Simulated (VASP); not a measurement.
# Mg2O (P-3m1) in VASP: a series of runs, part 2 of 2

VASP 6.6.1. The steps go on from the part before.

### 4 Relaxation of cell and atoms, PBE

This run uses another cell than the first one, of 13.70 Å³/atom.

The input, INCAR:

```
SYSTEM = Mg2O
PREC = Accurate
ENCUT = 600
EDIFF = 1E-7
ISMEAR = 0
SIGMA = 0.2
LREAL = .FALSE.
LASPH = .TRUE.
NELM = 60
ALGO = Normal
ISIF = 3
LWAVE = .FALSE.
LCHARG = .FALSE.
GGA = PE
IBRION = 2
NSW = 36
EDIFFG = -0.08
```

The input, KPOINTS:

```
regular mesh
0
G
  7 7 4
  0 0 0
```

The input, POSCAR:

```
Mg2O
1.0
    3.1000000000      0.0000000000      0.0000000000
   -1.5500000000      2.6846787500      0.0000000000
    0.0000000000      0.0000000000      4.9400000000
Mg O
2 1
Direct
    0.3333333300      0.6666666700      0.2400000000
    0.6666666700      0.3333333300      0.7600000000
    0.0000000000      0.0000000000      0.0000000000
```

Potentials or basis: VASP PAW PBE potentials, release 64 (Mg, O).

Launch:

```sh
$ cat potpaw_PBE.64/Mg/POTCAR potpaw_PBE.64/O/POTCAR > POTCAR
$ mpirun -np 1 vasp_std > vasp.out
```

OUTCAR:

```text
SYSTEM = Mg2O
   PREC = Accurate
   ENCUT = 600
   EDIFF = 1E-7
   ISMEAR = 0
   LREAL = .FALSE.
   LASPH = .TRUE.
   NELM = 60
   ISIF = 3
   GGA = PE
   IBRION = 2
   NSW = 36
   EDIFFG = -0.08

 ion  position               nearest neighbor table
   1  0.333  0.667  0.240-   3 2.15   3 2.15   3 2.15   2 2.97   2 2.97   2 2.97   2 3.13   2 3.13
                             2 3.13
   2  0.667  0.333  0.760-   3 2.15   3 2.15   3 2.15   1 2.97   1 2.97   1 2.97   1 3.13   1 3.13
                             1 3.13
   3  0.000  0.000  0.000-   1 2.15   2 2.15   1 2.15   2 2.15   2 2.15   1 2.15

  LATTYP: Found a hexagonal cell.
 ALAT       =     3.1000000000
 C/A-ratio  =     1.5935483871

  Lattice vectors:

 A1 = (   3.1000000000,   0.0000000000,   0.0000000000)
 A2 = (  -1.5500000000,   2.6846787500,   0.0000000000)
 A3 = (   0.0000000000,   0.0000000000,   4.9400000000)

Analysis of symmetry for initial positions (statically):
=====================================================================
 Subroutine PRICEL returns:
 Original cell was already a primitive cell.

 Routine SETGRP: Setting up the symmetry group for a
 hexagonal supercell.

 Subroutine GETGRP returns: Found 12 space group operations
 (whereof 12 operations were pure point group operations)
 out of a pool of 24 trial point group operations.

The static configuration has the point symmetry D_3d.

Analysis of symmetry for dynamics (positions and initial velocities):
=====================================================================
 Subroutine PRICEL returns:
 Original cell was already a primitive cell.

 Routine SETGRP: Setting up the symmetry group for a
 hexagonal supercell.

 Subroutine GETGRP returns: Found 12 space group operations
 (whereof 12 operations were pure point group operations)
 out of a pool of 24 trial point group operations.

The dynamic configuration has the point symmetry D_3d.

 Subroutine INISYM returns: Found 12 space group operations
 (whereof 12 operations are pure point group operations),
 and found     1 'primitive' translations

----------------------------------------------------------------------------------------

                                     Primitive cell

  volume of cell :      41.1132

  direct lattice vectors                    reciprocal lattice vectors
     3.100000000  0.000000000  0.000000000     0.322580645  0.186242022  0.000000000
    -1.550000000  2.684678750  0.000000000     0.000000000  0.372484045  0.000000000
     0.000000000  0.000000000  4.940000000     0.000000000  0.000000000  0.202429150

  length of vectors
     3.100000000  3.099999999  4.940000000     0.372484045  0.372484045  0.202429150

  position of ions in fractional coordinates (direct lattice)
     0.333333330  0.666666670  0.240000000
     0.666666670  0.333333330  0.760000000
     0.000000000  0.000000000  0.000000000

  ion indices of the primitive-cell ions
   primitive index   ion index
                 1           1
                 2           2
                 3           3

----------------------------------------------------------------------------------------

 KPOINTS: regular mesh

Automatic generation of k-mesh.
[... 48 lines left out ...]
   k-points           NKPTS =     28   k-points in BZ     NKDIM =     28   number of bands    NBANDS=      9
   number of dos      NEDOS =    301   number of ions     NIONS =      3
   total plane-waves  NPLWV =  31360
   dimension x,y,z NGX =    28 NGY =   28 NGZ =   40
   dimension x,y,z NGXF=    56 NGYF=   56 NGZF=   80
   ions per type =               2   1
   NGX,Y,Z   is equivalent  to a cutoff of  15.02, 15.02, 13.46 a.u.
   NGXF,Y,Z  is equivalent  to a cutoff of  30.03, 30.03, 26.92 a.u.
 SYSTEM =  Mg2O
   PREC   = accura    normal or accurate (medium, high low for compatibility)
   ISTART =      0    job   : 0-new  1-cont  2-samecut
   ICHARG =      2    charge: 1-file 2-atom 10-const
   ISPIN  =      1    spin polarized calculation?
   LNONCOLLINEAR =      F non collinear calculations
   LSORBIT =      F    spin-orbit coupling
   LASPH  =      T    aspherical Exc in radial PAW
   ENCUT  =  600.0 eV  44.10 Ry    6.64 a.u.   6.19  6.19  9.87*2*pi/ulx,y,z
   NELM   =     60;   NELMIN=  2; NELMDL= -5     # of ELM steps
   EDIFF  = 0.1E-06   stopping-criterion for ELM
   LREAL  =      F    real-space projection
   EDIFFG = -.8E-01   stopping-criterion for IOM
   NSW    =     36    number of steps for IOM
   IBRION =      2    ionic relax: 0-MD 1-quasi-New 2-CG
   NFREE  =      1    steps in history (QN), initial steepest desc. (CG)
   ISIF   =      3    stress and relaxation
   ISYM   =      2    0-nonsym 1-usesym 2-fastsym
   POTIM  = 0.5000    time-step for ionic-motion
   TEBEG  =    0.0;   TEEND  =   0.0 temperature during run
   PSTRESS=    0.0 pullay stress
   NELECT =      10.0000    total number of electrons
   NUPDOWN=      -1.0000    fix difference up-down
   EMIN   =  10.00;   EMAX   =-10.00  energy-range for DOS
   EFERMI =   0.00;   METHOD = LEGACY
   ISMEAR =     0;   SIGMA  =   0.20  broadening in eV -4-tet -1-fermi 0-gaus
   EFERMI_NEDOS =   21; number of points for ismear=-14 and -15
   IALGO  =     38    algorithm
   IMIX   =      4    mixing-type and parameters
     AMIX     =   0.40;   BMIX     =  1.00
     AMIX_MAG =   1.60;   BMIX_MAG =  1.00
  volume/ion in A,a.u.               =      13.70        92.48
  Fermi-wavevector in a.u.,A,eV,Ry     =   1.021914  1.931138 14.208686  1.044309
  Thomas-Fermi vector in A             =   2.155565
   LORBIT       =      0    0 simple, 1 ext, 2 COOP (PROOUT), +10 PAW based schemes
   GGA     = PE    functional components
   LHFCALC =     F    Hartree Fock is set to
   AEXX    =    0.0000 exact exchange contribution
   IVDW    =     0    specifies the selected vdW correction
   LEPSILON=     F    determine dielectric tensor
   LRPA    =     F    only Hartree local field effects (RPA)
 conjugate gradient relaxation of ions
 non-spin polarized calculation
 Gauss-broadening in eV      SIGMA  =   0.20
  energy-cutoff  :      600.00
  volume of cell :       41.11
 maximum number of plane-waves:      1400
 NGX is ok and might be reduce to    28
   NGX = 13   NGY = 13   NGZ = 19

--------------------------------------- Ionic step        1  -------------------------------------------

 number of electron      10.0000000 magnetization

 number of electron       9.9999999 magnetization

 Free energy of the ion-electron system (eV)
  ---------------------------------------------------
  ext. energy  EPLUGINS =         0.00000000
  ---------------------------------------------------
  free energy    TOTEN  =       -12.73368337 eV

  energy without entropy =      -12.72391231  energy(sigma->0) =      -12.72879784

------------------------ aborting loop because EDIFF is reached ----------------------------------------

  FORCE on cell =-STRESS in cart. coord.  units (eV):
  Direction    XX          YY          ZZ          XY          YZ          ZX
  --------------------------------------------------------------------------------------
  -------------------------------------------------------------------------------------
  Total        0.1404659      0.1404659      1.0405696      0.0000000      0.0000000      0.0000000
  in kB        5.4739443      5.4739443     40.5509236      0.0000000      0.0000000      0.0000000
  external PRESSURE =      17.1662707 kB  Pullay stress =       0.0000000 kB
[... 61 lines left out ...]
--------------------------------------- Ionic step        3  -------------------------------------------

 number of electron      10.0000000 magnetization

 E-fermi :   4.6465     XC(G=0):  -9.6688

 val. band max:        4.5325496182   @ k =   0.4286   0.1429   0.0000
 cond. band min:       4.8007851061   @ k =   0.1429   0.0000   0.5000
 fundamental gap:      0.2682354879
 Fermi energy:         4.6464649908

 k-point     1 :       0.0000    0.0000    0.0000
  band No.  band energies     occupation
      1     -15.4687      2.00000
      2      -1.9243      2.00000
      3      -0.6901      2.00000
      4       0.4273      2.00000
      5       0.4273      2.00000
      6       7.1718      0.00000
      7       7.8765      0.00000
      8      15.4604      0.00000
      9      15.4604      0.00000
[... 312 lines left out ...]
--------------------------------------- Ionic step        4  -------------------------------------------

 number of electron      10.0000000 magnetization

 Free energy of the ion-electron system (eV)
  ---------------------------------------------------
  ext. energy  EPLUGINS =         0.00000000
  ---------------------------------------------------
  free energy    TOTEN  =       -12.76393905 eV

  energy without entropy =      -12.75674171  energy(sigma->0) =      -12.76034038

 E-fermi :   4.7143     XC(G=0):  -9.7110

 val. band max:        4.5843950577   @ k =   0.4286   0.1429   0.0000
 cond. band min:       4.9152919228   @ k =   0.1429   0.0000   0.5000
 fundamental gap:      0.3308968651
 Fermi energy:         4.7142853690

 k-point     1 :       0.0000    0.0000    0.0000
  band No.  band energies     occupation
      1     -15.4262      2.00000
      2      -1.8918      2.00000
      3      -0.6662      2.00000
      4       0.5133      2.00000
      5       0.5133      2.00000
      6       7.3207      0.00000
      7       7.9770      0.00000
      8      15.6487      0.00000
      9      15.6487      0.00000
[... 306 lines left out ...]
  FREE ENERGIE OF THE ION-ELECTRON SYSTEM (eV)
  ---------------------------------------------------
  free  energy   TOTEN  =       -12.7639390499 eV

  energy  without entropy=      -12.7567417080  energy(sigma->0) =      -12.76034038

 reached required accuracy - stopping structural energy minimisation
```

Run time: 56 s. Hardware: 1 thread of Intel Xeon 8259CL, shared host; peak memory 0.19 GiB.

What came out:

* Free energy: -12.7639 eV
* Relaxed volume: 13.83 Å³/atom
* Relaxed cell: a = 3.093 Å, b = 3.093 Å, c = 5.005 Å, α = 90.00°, β = 90.00°, γ = 120.00°
* Space group after relaxing (to 0.1 Å): P-3m1 (No. 164)
* Energy gained by relaxing: 10.1 meV/atom
* Ionic steps: 4
* Pressure after relaxing: -0.3 GPa
* Largest force after relaxing: 0.022 eV/Å
* Band gap on the k mesh: zero (bands 5 and 6 overlap by 0.51 eV)

Forces on the atoms (eV/Å):
```
Mg   0.000  0.000  0.022
Mg   0.000  0.000 -0.022
O    0.000  0.000  0.000
```

Stress tensor (GPa, compression positive):
```
-0.20  0.00  0.00
 0.00 -0.20  0.00
 0.00  0.00 -0.40
```

Step by step:
| step | energy change (eV) | largest force (eV/Å) | pressure (GPa) | volume (Å³) |
| --- | --- | --- | --- | --- |
| 1 | 0.0000 | 0.6666 | 1.72 | 41.11 |
| 2 | -0.0278 | 0.0218 | -1.17 | 41.99 |
| 3 | -0.0280 | 0.0704 | -0.96 | 41.92 |
| 4 | -0.0303 | 0.0222 | -0.27 | 41.48 |

Final structure:
```
Mg O
1.0
     3.09327    0.00000    0.00000
    -1.54663    2.67885    0.00000
     0.00000    0.00000    5.00520
Mg O
2 1
Direct
  0.33333 0.66667 0.24706
  0.66667 0.33333 0.75294
  0.00000 0.00000 0.00000
```

Levels at points of the mesh, in eV from the Fermi level:
```csv
k point,band 1,band 2,band 3,band 4,band 5,band 6,band 7,band 8,band 9
"(0.00, 0.00, 0.00)",-20.14,-6.61,-5.38,-4.20,-4.20,2.61,3.26,10.93,10.93
"(0.00, 0.00, 0.50)",-20.13,-7.73,-4.20,-4.20,-2.71,-0.64,5.98,9.12,11.27
```

Caveat: semilocal functionals underestimate gaps, so a narrow gap can read as zero.

### 5 Summary

| task | cell | k mesh | cutoff (eV) | gap on the mesh (eV) | pressure (GPa) | largest force (eV/Å) |
| --- | --- | --- | --- | --- | --- | --- |
| single point | a = 3.093, b = 3.093, c = 4.995 Å, angles 90.0, 90.0, 120.0°, 3 atoms, atomic positions A | 7 × 7 × 4 | 520 | none | 0.0 | 0.01 |
| single point | a = 3.074, b = 3.074, c = 10.137 Å, angles 90.0, 90.0, 120.0°, 6 atoms, atomic positions B | 6 × 6 × 2 | 520 | none | -0.4 | 0.05 |
| relaxation of cell and atoms | relaxed from a = 3.100, b = 3.100, c = 4.940 Å, angles 90.0, 90.0, 120.0°, 3 atoms, atomic positions C | 7 × 7 × 4 | 600 | none | -0.3 | 0.02 |

Alike in all rows: level PBE; potentials or basis VASP PAW PBE potentials, release 64 (Mg, O); no spin polarisation; smearing gaussian 0.2 eV.

Caveats: some runs use coarse meshes; semilocal functionals underestimate gaps, so a narrow gap can read as zero (at least some runs).

Total energies depend on the potentials used, so only differences within one code and one set of settings carry meaning.
